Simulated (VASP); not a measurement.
# SnO2 in VASP: a series of runs, part 2 of 2

VASP 6.6.1. The steps go on from the part before.

### 3 Single point, PBE (atoms displaced along several vibrational modes)

INCAR reads:

```
PREC = Accurate
ENCUT = 520
EDIFF = 1E-6
ISMEAR = 0
SIGMA = 0.05
LREAL = F
LASPH = T
NELM = 100
ALGO = Normal
ISIF = 2
LWAVE = F
LCHARG = F
GGA = PE
NBANDS = 35
```

KPOINTS reads:

```
Automatic mesh
0
Gamma
  6 6 8
```

POSCAR reads:

```
SnO2
1.0
    4.8277932898      0.0000000000      0.0000000000
    0.0000000000      4.8278069739      0.0000000000
    0.0000000000      0.0000000000      3.2379014683
Sn O
2 4
Direct
    0.5059145075      0.5076213321      0.5000000000
   -0.0059244324      0.0076290438      0.0000000000
    0.3178959609      0.2906284915      0.0000000000
    0.7706779758      0.1527938436      0.5000000000
    0.1821408596      0.7906591975      0.5000000000
    0.7293588447      0.6527631376      0.0000000000
```

Potentials or basis: VASP PAW PBE potentials, release 64 (Sn_d, O).

On the command line:

```
cat potpaw_PBE.64/Sn_d/POTCAR potpaw_PBE.64/O/POTCAR > POTCAR
mpirun -np 1 vasp_std > vasp.out
```

OUTCAR:

```text
PREC = Accurate
   ENCUT = 520
   EDIFF = 1E-6
   ISMEAR = 0
   LREAL = F
   LASPH = T
   NELM = 100
   ISIF = 2
   GGA = PE

 ion  position               nearest neighbor table
   1  0.506  0.508  0.500-   6 2.07   6 2.07   5 2.08   3 2.13   3 2.13   4 2.14   2 3.74   2 3.74
                             2 3.74   2 3.74
   2  0.994  0.008  0.000-   4 2.07   4 2.07   3 2.08   5 2.13   5 2.13   6 2.14   1 3.74   1 3.74
                             1 3.74   1 3.74
   3  0.318  0.291  0.000-   2 2.08   1 2.13   1 2.13
   4  0.771  0.153  0.500-   2 2.07   2 2.07   1 2.14
   5  0.182  0.791  0.500-   1 2.08   2 2.13   2 2.13
   6  0.729  0.653  0.000-   1 2.07   1 2.07   2 2.14

  LATTYP: Found a simple tetragonal cell.
 ALAT       =     4.8277932898
 C/A-ratio  =     0.6706793920

  Lattice vectors:

 A1 = (   4.8277932898,   0.0000000000,   0.0000000000)
 A2 = (   0.0000000000,   4.8278069739,   0.0000000000)
 A3 = (   0.0000000000,   0.0000000000,   3.2379014683)

Analysis of symmetry for initial positions (statically):
=====================================================================
 Subroutine PRICEL returns:
[... 183 lines left out ...]
 fundamental gap:      0.7501251565
 Fermi energy:         5.7860192446

 k-point     1 :       0.0000    0.0000    0.0000
  band No.  band energies     occupation
      1     -15.4456      2.00000
      2     -14.8405      2.00000
      3     -14.6551      2.00000
      4     -14.6173      2.00000
      5     -14.6127      2.00000
      6     -14.5679      2.00000
[... 901 lines left out ...]
     34      17.6144      0.00000
     35      18.1227      0.00000

 [... further k-points ...]

------------------------ aborting loop because EDIFF is reached ----------------------------------------

  FORCE on cell =-STRESS in cart. coord.  units (eV):
  Direction    XX          YY          ZZ          XY          YZ          ZX
  --------------------------------------------------------------------------------------
  -------------------------------------------------------------------------------------
  Total       -0.1655306     -0.5544327      0.3826452     -0.0002866      0.0000000      0.0000000
  in kB       -3.5142012    -11.7705620      8.1235268     -0.0060841      0.0000000      0.0000000
  external PRESSURE =      -2.3870788 kB  Pullay stress =       0.0000000 kB

 VOLUME and BASIS-vectors are now :
 -----------------------------------------------------------------------------
  energy-cutoff  :      520.00
  volume of cell :       75.47
      direct lattice vectors                 reciprocal lattice vectors
     4.827793290  0.000000000  0.000000000     0.207133972  0.000000000  0.000000000
     0.000000000  4.827806974  0.000000000     0.000000000  0.207133385  0.000000000
     0.000000000  0.000000000  3.237901468     0.000000000  0.000000000  0.308842011

 POSITION                                       TOTAL-FORCE (eV/Angst)
 -----------------------------------------------------------------------------------
      2.44245      2.45070      1.61895        -0.451953     -0.727652      0.000000
      4.79919      0.03683      0.00000         0.453215     -0.728502      0.000000
      1.53474      1.40310      0.00000        -0.310769      0.340996      0.000000
      3.72067      0.73766      1.61895         0.321026      0.386950      0.000000
      0.87934      3.81715      1.61895         0.310107      0.340582      0.000000
      3.52119      3.15141      0.00000        -0.321626      0.387625      0.000000
 -----------------------------------------------------------------------------------
    total drift:                               -0.000014     -0.000290     -0.000003

  FREE ENERGIE OF THE ION-ELECTRON SYSTEM (eV)
  ---------------------------------------------------
  free  energy   TOTEN  =       -37.0914854125 eV

  energy  without entropy=      -37.0914854125  energy(sigma->0) =      -37.09148541
```

stdout:

```text
POSCAR found type information on POSCAR SnO
 POSCAR found :  2 types and       6 ions
 scaLAPACK will be used
 LDA part: xc-table for (Slater+PW92), standard interpolation
 POSCAR, INCAR and KPOINTS ok, starting setup
 FFT: planning ... GRIDC
 FFT: planning ... GRID_SOFT
 FFT: planning ... GRID
 WAVECAR not read
 entering main loop
```

Run time: 1.8 min. Hardware: 1 thread of Intel Xeon 6975P-C (Granite Rapids), shared host; peak memory 0.32 GiB.

Results:

```
Free energy            : -37.0915 eV
Pressure               : -0.2 GPa
Largest force          : 0.858 eV/Å
Band gap on the k mesh : 0.75 eV
```

Forces in eV/Å, atoms in the order of the input:
```
Sn  -0.452 -0.728  0.000
Sn   0.453 -0.729  0.000
O   -0.311  0.341  0.000
O    0.321  0.387  0.000
O    0.310  0.341  0.000
O   -0.322  0.388  0.000
```

Stress tensor (GPa, compression positive):
```
-0.35  0.00  0.00
 0.00 -1.18  0.00
 0.00  0.00  0.81
```

Levels at points of the mesh, in eV from the valence-band top:
| k point | band 23 | band 24 | band 25 | band 26 | band 27 | band 28 | band 29 | band 30 |
| --- | --- | --- | --- | --- | --- | --- | --- | --- |
| (0.00, 0.00, 0.00) | -1.15 | -0.73 | -0.63 | 0.00 | 0.75 | 5.10 | 6.10 | 6.65 |
| (0.50, 0.00, 0.00) | -1.32 | -0.93 | -0.53 | -0.52 | 3.72 | 3.84 | 6.58 | 6.66 |
| (0.00, 0.50, 0.00) | -1.09 | -1.09 | -0.53 | -0.53 | 3.87 | 3.87 | 7.01 | 7.01 |
| (0.50, 0.50, 0.00) | -1.23 | -1.23 | -0.79 | -0.79 | 4.17 | 4.17 | 7.13 | 7.13 |
| (0.00, 0.00, 0.50) | -1.52 | -1.52 | -1.07 | -1.07 | 5.42 | 5.42 | 8.93 | 8.93 |
| (0.50, 0.00, 0.50) | -0.90 | -0.90 | -0.68 | -0.68 | 5.61 | 5.61 | 7.60 | 7.60 |
| (0.00, 0.50, 0.50) | -1.09 | -1.09 | -0.60 | -0.60 | 5.57 | 5.57 | 7.58 | 7.58 |
| (0.50, 0.50, 0.50) | -0.96 | -0.96 | -0.62 | -0.62 | 4.28 | 4.28 | 8.37 | 8.37 |

Caveat: the cell differs from its parent crystal (atoms displaced along several vibrational modes); semilocal functionals underestimate gaps, and a narrow one can read as zero; spin-orbit coupling is left out, which moves the levels of the heavy elements.
